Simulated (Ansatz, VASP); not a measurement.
## One calculation of PbS, two programs

```xyz
4
Lattice="2.0375 -5.8690 0.0000 2.0375 5.8690 0.0000 0.0000 0.0000 4.1920" Properties=species:S:1:pos:R:3 pbc="T T T"
Pb    2.0375    4.3364    1.0480
Pb    2.0375   -4.3364    3.1440
S     2.0375    1.7044    1.0480
S     2.0375   -1.7044    3.1440
```

Alike in both runs: task single point; functional RPBE; k mesh 7 × 7 × 6; occupations fermi-dirac, width 0.05 eV; no spin polarisation.

```csv
,VASP,Ansatz
version,VASP 6.6.1,Ansatz 0.2.0
potentials or method,"VASP PAW PBE potentials, release 64 (Pb_d, S)",Ansatz PAW
plane-wave cutoff (eV),520,420
valence electrons in the cell,40,40
```

|  | VASP | Ansatz | Ansatz less VASP |
| --- | --- | --- | --- |
| gap on the k mesh at the Fermi level (eV) | 1.19 | 1.19 | 0.000 |
| least direct gap on the mesh (eV) | 1.49 | 1.48 | -0.005 |
| pressure (GPa) | 6.9 | 7.0 | +0.10 |
| traceless stress, the component that is largest in VASP (GPa) | 0.15 | 0.18 | +0.024 |
| rms of the force components (eV/Å) | 0.264 | 0.267 | +0.0036 |

VASP's potentials were made for PBE, not for RPBE. Atom by atom the forces differ by 0.004 eV/Å (rms over components).

Neither program's run includes spin-orbit coupling. Noted on Ansatz's run: odd divisions of the mesh miss points on the zone boundary, where band edges often lie, so the gap on the mesh can be too wide.
